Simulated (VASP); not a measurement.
# TiTl2 (Fm-3m) in VASP: relaxation of cell and atoms with PBE

Aim: the relaxation of cell and atoms of TiTl2 with PBE.

All numbers are computed with VASP 6.6.1; they aren't measurements. Logs are shortened: lines on timing, memory, paths and dates and some standing lists are left out, and cuts for length are marked.

## 1. The cell of the first run

It takes space group Fm-3m (No. 225, cubic). The conventional cell has a = 6.796 Å, b = 6.796 Å, c = 6.796 Å, α = 90.00°, β = 90.00°, γ = 90.00°. Ti (site symmetry m-3m) has 8 Tl at 2.94 Å within 3.9 Å. Within 3.9 Å of Tl (site symmetry -43m) lie 4 Ti at 2.94 Å and 6 Tl at 3.40 Å.

## 2. Relaxation of cell and atoms, PBE

Contents of INCAR:

```
ALGO = Fast
EDIFF = 1E-6
EDIFFG = -0.01
ENCUT = 600
GGA = PE
IBRION = 2
ISIF = 3
ISMEAR = 0
LASPH = True
LCHARG = False
LREAL = False
LWAVE = False
NELM = 60
NSW = 100
PREC = Accurate
SIGMA = 0.1
```

Contents of KPOINTS:

```
k-points
0
Gamma
  12 12 12
```

Contents of POSCAR:

```
TiTl2
1.0
    0.0000000000      3.3979405745      3.3979405745
    3.3979405745      0.0000000000      3.3979405745
    3.3979405745      3.3979405745      0.0000000000
Ti Tl
1 2
Direct
    0.0000000000      0.0000000000      0.0000000000
    0.7500000000      0.7500000000      0.7500000000
    0.2500000000      0.2500000000      0.2500000000
```

Potentials or basis: VASP PAW PBE potentials, release 64 (Ti_sv, Tl_d).

Launch:

```sh
cat potpaw_PBE.64/Ti_sv/POTCAR potpaw_PBE.64/Tl_d/POTCAR > POTCAR
mpirun -np 1 vasp_std > vasp.out
```

OUTCAR:

```text
EDIFF = 1E-6
   EDIFFG = -0.01
   ENCUT = 600
   GGA = PE
   IBRION = 2
   ISIF = 3
   ISMEAR = 0
   LASPH = True
   LREAL = False
   NELM = 60
   NSW = 100
   PREC = Accurate

 ion  position               nearest neighbor table
   1  0.000  0.000  0.000-   2 2.94   3 2.94   2 2.94   2 2.94   2 2.94   3 2.94   3 2.94   3 2.94

   2  0.750  0.750  0.750-   1 2.94   1 2.94   1 2.94   1 2.94   3 3.40   3 3.40   3 3.40   3 3.40
                             3 3.40   3 3.40
   3  0.250  0.250  0.250-   1 2.94   1 2.94   1 2.94   1 2.94   2 3.40   2 3.40   2 3.40   2 3.40
                             2 3.40   2 3.40

  LATTYP: Found a face centered cubic cell.
 ALAT       =     6.7958811490

  Lattice vectors:

 A1 = (   0.0000000000,   3.3979405745,   3.3979405745)
 A2 = (   3.3979405745,   0.0000000000,   3.3979405745)
 A3 = (   3.3979405745,   3.3979405745,   0.0000000000)

Analysis of symmetry for initial positions (statically):
=====================================================================
 Subroutine PRICEL returns:
 Original cell was already a primitive cell.

 Routine SETGRP: Setting up the symmetry group for a
 face centered cubic supercell.

 Subroutine GETGRP returns: Found 48 space group operations
 (whereof 48 operations were pure point group operations)
 out of a pool of 48 trial point group operations.

The static configuration has the point symmetry O_h .

Analysis of symmetry for dynamics (positions and initial velocities):
=====================================================================
 Subroutine PRICEL returns:
 Original cell was already a primitive cell.

 Routine SETGRP: Setting up the symmetry group for a
 face centered cubic supercell.

 Subroutine GETGRP returns: Found 48 space group operations
 (whereof 48 operations were pure point group operations)
 out of a pool of 48 trial point group operations.

The dynamic configuration has the point symmetry O_h .

 Subroutine INISYM returns: Found 48 space group operations
 (whereof 48 operations are pure point group operations),
 and found     1 'primitive' translations

----------------------------------------------------------------------------------------

                                     Primitive cell

  volume of cell :      78.4652

  direct lattice vectors                    reciprocal lattice vectors
     0.000000000  3.397940575  3.397940575    -0.147147953  0.147147953  0.147147953
     3.397940575  0.000000000  3.397940575     0.147147953 -0.147147953  0.147147953
     3.397940575  3.397940575  0.000000000     0.147147953  0.147147953 -0.147147953

  length of vectors
     4.805413645  4.805413645  4.805413645     0.254867731  0.254867731  0.254867731

  position of ions in fractional coordinates (direct lattice)
     0.000000000  0.000000000  0.000000000
     0.750000000  0.750000000  0.750000000
     0.250000000  0.250000000  0.250000000

  ion indices of the primitive-cell ions
   primitive index   ion index
                 1           1
                 2           2
                 3           3

----------------------------------------------------------------------------------------

 KPOINTS: k-points

Automatic generation of k-mesh.
 Grid dimensions read from file:
 generate k-points for:   12   12   12

 Generating k-lattice:

  Cartesian coordinates                     Fractional coordinates (reciprocal lattice)
    -0.012262329  0.012262329  0.012262329     0.083333333  0.000000000  0.000000000
     0.012262329 -0.012262329  0.012262329     0.000000000  0.083333333  0.000000000
     0.012262329  0.012262329 -0.012262329     0.000000000  0.000000000  0.083333333

  Length of vectors
     0.021238978  0.021238978  0.021238978

  Shift w.r.t. Gamma in fractional coordinates (k-lattice)
     0.000000000  0.000000000  0.000000000

 Subroutine IBZKPT returns following result:
 ===========================================

 Found     72 irreducible k-points:

 Following reciprocal coordinates:
            Coordinates               Weight
  0.000000  0.000000  0.000000      1.000000
  0.083333  0.000000  0.000000      8.000000
  0.166667  0.000000  0.000000      8.000000
  0.250000  0.000000  0.000000      8.000000
  0.333333  0.000000  0.000000      8.000000
  0.416667  0.000000  0.000000      8.000000
[... 16 lines left out ...]
  0.500000  0.166667  0.000000     24.000000
 -0.416667  0.166667  0.000000     24.000000
 [... further k-points ...]
   k-points           NKPTS =     72   k-points in BZ     NKDIM =     72   number of bands    NBANDS=     23
   number of dos      NEDOS =    301   number of ions     NIONS =      3
   total plane-waves  NPLWV =  64000
   dimension x,y,z NGX =    40 NGY =   40 NGZ =   40
   dimension x,y,z NGXF=    80 NGYF=   80 NGZF=   80
   ions per type =               1   2
   NGX,Y,Z   is equivalent  to a cutoff of  13.84, 13.84, 13.84 a.u.
   NGXF,Y,Z  is equivalent  to a cutoff of  27.68, 27.68, 27.68 a.u.
 SYSTEM =  unknown system
   PREC   = accura    normal or accurate (medium, high low for compatibility)
   ISTART =      0    job   : 0-new  1-cont  2-samecut
   ICHARG =      2    charge: 1-file 2-atom 10-const
   ISPIN  =      1    spin polarized calculation?
   LNONCOLLINEAR =      F non collinear calculations
   LSORBIT =      F    spin-orbit coupling
   LASPH  =      T    aspherical Exc in radial PAW
   ENCUT  =  600.0 eV  44.10 Ry    6.64 a.u.   9.60  9.60  9.60*2*pi/ulx,y,z
   NELM   =     60;   NELMIN=  2; NELMDL= -5     # of ELM steps
   EDIFF  = 0.1E-05   stopping-criterion for ELM
   LREAL  =      F    real-space projection
   EDIFFG = -.1E-01   stopping-criterion for IOM
   NSW    =    100    number of steps for IOM
   IBRION =      2    ionic relax: 0-MD 1-quasi-New 2-CG
   NFREE  =      1    steps in history (QN), initial steepest desc. (CG)
   ISIF   =      3    stress and relaxation
   ISYM   =      2    0-nonsym 1-usesym 2-fastsym
   POTIM  = 0.5000    time-step for ionic-motion
   TEBEG  =    0.0;   TEEND  =   0.0 temperature during run
   PSTRESS=    0.0 pullay stress
   NELECT =      38.0000    total number of electrons
   NUPDOWN=      -1.0000    fix difference up-down
   EMIN   =  10.00;   EMAX   =-10.00  energy-range for DOS
   EFERMI =   0.00;   METHOD = LEGACY
   ISMEAR =     0;   SIGMA  =   0.10  broadening in eV -4-tet -1-fermi 0-gaus
   EFERMI_NEDOS =   21; number of points for ismear=-14 and -15
   IALGO  =     68    algorithm
   IMIX   =      4    mixing-type and parameters
     AMIX     =   0.40;   BMIX     =  1.00
     AMIX_MAG =   1.60;   BMIX_MAG =  1.00
  volume/ion in A,a.u.               =      26.16       176.50
  Fermi-wavevector in a.u.,A,eV,Ry     =   1.285613  2.429456 22.487720  1.652801
  Thomas-Fermi vector in A             =   2.417737
   LORBIT       =      0    0 simple, 1 ext, 2 COOP (PROOUT), +10 PAW based schemes
   GGA     = PE    functional components
   LHFCALC =     F    Hartree Fock is set to
   AEXX    =    0.0000 exact exchange contribution
   IVDW    =     0    specifies the selected vdW correction
   LEPSILON=     F    determine dielectric tensor
   LRPA    =     F    only Hartree local field effects (RPA)
 conjugate gradient relaxation of ions
 non-spin polarized calculation
 RMM-DIIS sequential band-by-band and
 Gauss-broadening in eV      SIGMA  =   0.10
  energy-cutoff  :      600.00
  volume of cell :       78.47
 maximum number of plane-waves:      2685
   NGX = 19   NGY = 19   NGZ = 19

 number of electron      38.0000006 magnetization

 Free energy of the ion-electron system (eV)
  ---------------------------------------------------
  ext. energy  EPLUGINS =         0.00000000
  ---------------------------------------------------
  free energy    TOTEN  =       -11.02836619 eV

  energy without entropy =      -11.01471197  energy(sigma->0) =      -11.02153908

 E-fermi :   6.4695     XC(G=0): -10.1532

 val. band max:        6.4615252201   @ k =  -0.3333   0.3333   0.0833
 cond. band min:       6.4879961073   @ k =   0.3333   0.0833   0.0000
 fundamental gap:      0.0264708872
 Fermi energy:         6.4695271963

 k-point     1 :       0.0000    0.0000    0.0000
  band No.  band energies     occupation
      1     -51.1265      2.00000
      2     -27.3980      2.00000
      3     -27.3980      2.00000
      4     -27.3980      2.00000
      5      -5.3673      2.00000
      6      -5.3673      2.00000
[... 15 lines left out ...]
     22      11.1019      0.00000
     23      11.1047      0.00000

 k-point     2 :       0.0833    0.0000    0.0000
  band No.  band energies     occupation
      1     -51.1265      2.00000
      2     -27.3982      2.00000
      3     -27.3980      2.00000
      4     -27.3980      2.00000
      5      -5.3534      2.00000
      6      -5.3534      2.00000
[... 15 lines left out ...]
     22       9.8853      0.00000
     23      10.3731      0.00000

 k-point     3 :       0.1667    0.0000    0.0000
  band No.  band energies     occupation
      1     -51.1265      2.00000
      2     -27.3986      2.00000
      3     -27.3980      2.00000
      4     -27.3980      2.00000
      5      -5.3126      2.00000
      6      -5.3126      2.00000
[... 15 lines left out ...]
     22       8.7860      0.00000
     23       9.8357      0.00000
[... 495 lines left out ...]
 k-point    23 :       0.5000    0.1667    0.0000
  band No.  band energies     occupation
      1     -51.1264      2.00000
      2     -27.4000      2.00000
      3     -27.3985      2.00000
      4     -27.3982      2.00000
      5      -5.1372      2.00000
      6      -5.1166      2.00000
[... 15 lines left out ...]
     22       7.6302      0.00000
     23       7.6817      0.00000

 k-point    24 :      -0.4167    0.1667    0.0000
  band No.  band energies     occupation
      1     -51.1264      2.00000
      2     -27.4000      2.00000
      3     -27.3986      2.00000
      4     -27.3982      2.00000
      5      -5.1169      2.00000
      6      -5.0683      2.00000
[... 15 lines left out ...]
     22       7.4775      0.00000
     23       7.9098      0.00000

 [... further k-points ...]

------------------------ aborting loop because EDIFF is reached ----------------------------------------

  FORCE on cell =-STRESS in cart. coord.  units (eV):
  Direction    XX          YY          ZZ          XY          YZ          ZX
  --------------------------------------------------------------------------------------
  -------------------------------------------------------------------------------------
  Total        0.0206470      0.0206470      0.0206470     -0.0000000      0.0000000      0.0000000
  in kB        0.4215900      0.4215900      0.4215900     -0.0000000      0.0000000      0.0000000
  external PRESSURE =       0.4215900 kB  Pullay stress =       0.0000000 kB

 VOLUME and BASIS-vectors are now :
 -----------------------------------------------------------------------------
  energy-cutoff  :      600.00
  volume of cell :       78.47
      direct lattice vectors                 reciprocal lattice vectors
     0.000000000  3.397940575  3.397940575    -0.147147953  0.147147953  0.147147953
     3.397940575  0.000000000  3.397940575     0.147147953 -0.147147953  0.147147953
     3.397940575  3.397940575  0.000000000     0.147147953  0.147147953 -0.147147953

 POSITION                                       TOTAL-FORCE (eV/Angst)
 -----------------------------------------------------------------------------------
      0.00000      0.00000      0.00000         0.000000      0.000000     -0.000000
      5.09691      5.09691      5.09691         0.000000     -0.000000      0.000000
      1.69897      1.69897      1.69897        -0.000000     -0.000000     -0.000000
 -----------------------------------------------------------------------------------
    total drift:                               -0.000000     -0.000000      0.000000

  FREE ENERGIE OF THE ION-ELECTRON SYSTEM (eV)
  ---------------------------------------------------
  free  energy   TOTEN  =       -11.0283661912 eV

  energy  without entropy=      -11.0147119676  energy(sigma->0) =      -11.02153908

 reached required accuracy - stopping structural energy minimisation
```

Wall time 10 min (1 thread of Intel Xeon Platinum 8488C (Sapphire Rapids), shared host); peak memory 0.35 GiB.

Results:

| Quantity | Value |
| --- | --- |
| Free energy | -11.0284 eV |
| Pressure after relaxing | 0.0 GPa |
| Band gap on the k mesh | zero (bands 19 and 20 overlap by 0.61 eV) |

Final structure:
```xyz
3
Lattice="0.0000 3.3979 3.3979 3.3979 0.0000 3.3979 3.3979 3.3979 0.0000" Properties=species:S:1:pos:R:3 pbc="T T T"
Ti    0.0000    0.0000    0.0000
Tl    5.0969    5.0969    5.0969
Tl    1.6990    1.6990    1.6990
```

Levels at points of the mesh, in eV from the Fermi level:
```tsv
k point	band 15	band 16	band 17	band 18	band 19	band 20	band 21	band 22	band 23
(0.00, 0.00, 0.00)	-9.41	-2.32	-1.50	-1.50	-1.50	0.46	0.46	4.63	4.64
(0.50, 0.00, 0.00)	-7.18	-6.80	-0.87	-0.87	-0.09	0.46	1.66	1.66	2.10
(0.50, 0.50, 0.00)	-6.76	-5.13	-3.68	-1.19	-1.19	0.21	0.21	0.39	0.63
```

Caveat: the relaxation stopped at its first step, so nothing moved; spin-orbit coupling is left out, which moves the levels of the heavy elements.

The gap in the log of VASP goes by the Fermi energy; the results here count the filled bands.